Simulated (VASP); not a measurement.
A run of VASP 6.6.1 is set up as follows.

Contents of INCAR:

```
PREC = Accurate
ENCUT = 600
EDIFF = 1E-6
ISMEAR = 0
SIGMA = 0.1
LREAL = F
LASPH = T
NELM = 120
ALGO = Normal
ISIF = 2
LWAVE = F
LCHARG = F
GGA = PE
NBANDS = 22
GGA_COMPAT = F
```

File KPOINTS:

```
Automatic mesh
0
Gamma
  4 4 4
```

POSCAR

```
H6PtC2
1.0
    0.0000000000      3.4179597200      3.4179597200
    3.4179597200      0.0000000000      3.4179597200
    3.4179597200      3.4179597200      0.0000000000
H Pt C
6 1 2
Direct
    0.7603000000      0.2397000000      0.2397000000
    0.2397000000      0.7603000000      0.2397000000
    0.2397000000      0.7603000000      0.7603000000
    0.7603000000      0.2397000000      0.7603000000
    0.2397000000      0.2397000000      0.7603000000
    0.7603000000      0.7603000000      0.2397000000
    0.0000000000      0.0000000000      0.0000000000
    0.2500000000      0.2500000000      0.2500000000
    0.7500000000      0.7500000000      0.7500000000
```

Potentials or basis: VASP PAW PBE potentials, release 64 (H, Pt, C).

Run with:

```sh
$ cat potpaw_PBE.64/H/POTCAR potpaw_PBE.64/Pt/POTCAR potpaw_PBE.64/C/POTCAR > POTCAR
$ mpirun -np 1 vasp_std > vasp.out
```

**Question.** What does it give for the pressure?

**Answer.** -4.0 GPa.

**Question.** Estimate the band gap on the k mesh.

**Answer.** Zero (band 12 reaches 2.30 eV, above the bottom of band 13 at 1.78 eV).

**Question.** Estimate the largest force.

**Answer.** 0.627 eV/Å.

Forces on the atoms (eV/Å):
```
H    0.627  0.000  0.000
H    0.000  0.627  0.000
H   -0.627  0.000  0.000
H    0.000 -0.627  0.000
H    0.000  0.000  0.627
H    0.000  0.000 -0.627
Pt   0.000  0.000  0.000
C    0.000  0.000  0.000
C    0.000  0.000  0.000
```

Caveat: the k points lie up to 0.40 Å⁻¹ apart; spin-orbit coupling is left out, which moves the levels of the heavy elements.
